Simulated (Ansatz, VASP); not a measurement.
Al2BAs2 in VASP and in Ansatz

```
Al B As
1.0
     3.94232    0.00000    0.00000
     0.00000    3.94232    0.00000
     0.00000    0.00000    5.63409
Al B As
2 1 2
Cartesian
  1.9712 0.0000 0.6413
  0.0000 1.9712 0.6413
  1.9712 1.9712 1.4359
  1.9712 0.0000 3.6938
  0.0000 1.9712 3.6938
```

Alike in both runs: task relaxation of cell and atoms; functional PBE; k mesh 10 × 10 × 8; occupations gaussian, width 0.1 eV; no spin polarisation.

|  | VASP | Ansatz |
| --- | --- | --- |
| version | VASP 6.6.1 | Ansatz 0.2.0 |
| potentials or method | VASP PAW PBE potentials, release 64 (Al, B, As), cutoff 600 eV | scalar-relativistic, plane waves, PAW |
| valence electrons in the cell | 19 | 39 |

|  | VASP | Ansatz | Ansatz less VASP |
| --- | --- | --- | --- |
| gap on the k mesh at the Fermi level, each at its own relaxed structure (eV) | none | none | - |
| relaxed volume (Å³/atom) | 17.62 | 17.61 | -0.011 |
| relaxed length of the cell vector where the two differ most in proportion (Å) | 5.578 | 5.571 | -0.0065 |

A gap of «none» marks a metal or a gap that the smearing closes. VASP's potentials hold 19 valence electrons a cell and Ansatz's 39, so a difference there can come from the potentials and not from the codes.
